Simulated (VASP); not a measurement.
A run of VASP 6.6.1 is set up as follows.

Contents of INCAR:

```
SYSTEM = AlAs
PREC     = Accurate       ! precision mode
ENCUT    = 500            ! plane-wave cutoff, eV
EDIFF    = 1E-6           ! SCF threshold, eV
ISMEAR   = -1             ! smearing method
SIGMA    = 0.1            ! smearing width, eV
LREAL    = .False.        ! projectors in reciprocal space
LASPH    = .True.         ! aspherical terms in the spheres
NELM     = 120            ! most SCF steps
ALGO     = Normal         ! electronic algorithm
ISIF     = 2              ! what is computed and relaxed
LWAVE    = .False.        ! write WAVECAR
LCHARG   = .False.        ! write CHGCAR
GGA      = PE             ! functional
NBANDS   = 11             ! bands
GGA_COMPAT= .False.
```

Contents of KPOINTS:

```
Automatic mesh
0
Gamma
  8 8 8
  0 0 0
```

The input POSCAR:

```
AlAs
1.0
    0.0000000000      2.8686480000      2.8686480000
    2.8686480000      0.0000000000      2.8686480000
    2.8686480000      2.8686480000      0.0000000000
Al As
1 1
Direct
    0.0000000000      0.0000000000      0.0000000000
    0.2500000000      0.2500000000      0.2500000000
```

Potentials or basis: VASP PAW PBE potentials, release 64 (Al, As).

The run is started by

```console
$ cat potpaw_PBE.64/Al/POTCAR potpaw_PBE.64/As/POTCAR > POTCAR
$ mpirun -np 1 vasp_std > vasp.out
```

(1) Predict the band gap on the k mesh.

(2) Predict the pressure.

Answers

(1) 1.50 eV, indirect (least direct gap 1.74 eV).

(2) -0.2 GPa.
